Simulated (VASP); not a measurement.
Write the native input for VASP 6.6.1 that does the following.

| Item | Value |
| --- | --- |
| Task | electric field gradients |
| Functional | PBE |
| Potentials or basis | VASP PAW PBE potentials, release 64 (W_sv, Se) |
| Cutoff | 520 eV |
| k mesh | 10 × 10 × 3 |
| Occupations | fermi-dirac, width 0.08 eV |
| Spin | no spin polarisation |
| Dipole correction | no |
| Further INCAR settings | ALGO = Normal; EDIFF = 1e-08; NBANDS = 35 |

The structure of WSe2 lies in POSCAR:

```
WSe2
1.0
    3.2899984505      0.0000000000      0.0000000000
   -1.6449992252      2.8492222365      0.0000000000
    0.0000000000      0.0000000000     12.9700000000
W Se
2 4
Direct
    0.3333333333      0.6666666667      0.2500000000
    0.6666666667      0.3333333333      0.7500000000
    0.3333333333      0.6666666667      0.6210000000
    0.6666666667      0.3333333333      0.1210000000
    0.3333333333      0.6666666667      0.8790000000
    0.6666666667      0.3333333333      0.3790000000
```

One way to write it, as run:

INCAR

```
SYSTEM = WSe2
  PREC = Accurate
  ENCUT = 520
  EDIFF = 1E-8
  ISMEAR = -1
  SIGMA = 0.08
  LREAL = .False.
  LASPH = .True.
  NELM = 80
  ALGO = Normal
  ISIF = 2
  LWAVE = .False.
  LCHARG = .False.
  GGA = PE
  LEFG = .True.
  NBANDS = 35
```

KPOINTS

```
Automatic mesh
0
Gamma
  10 10 3
  0 0 0
```

Potentials or basis: VASP PAW PBE potentials, release 64 (W_sv, Se).

The run is started by

```console
$ cat potpaw_PBE.64/W_sv/POTCAR potpaw_PBE.64/Se/POTCAR > POTCAR
$ mpirun -np 1 vasp_std > vasp.out
```

Results of the run:

* Pressure: 4.0 GPa
* Largest force: 0.217 eV/Å
* Band gap on the k mesh: 0.99 eV, indirect (least direct gap 1.79 eV)

Caveat: without QUAD_EFG the Cq values of the log hold for a quadrupole moment of 1 mb, not for the nuclei; spin-orbit coupling is left out, which moves the levels of the heavy elements; this functional lacks dispersion, which binds the layers, so the pressure and a relaxed spacing across them are unreliable.

Wall time 2.2 min on 1 thread of Intel Xeon 6975P-C (shared host), peak memory 0.28 GiB.
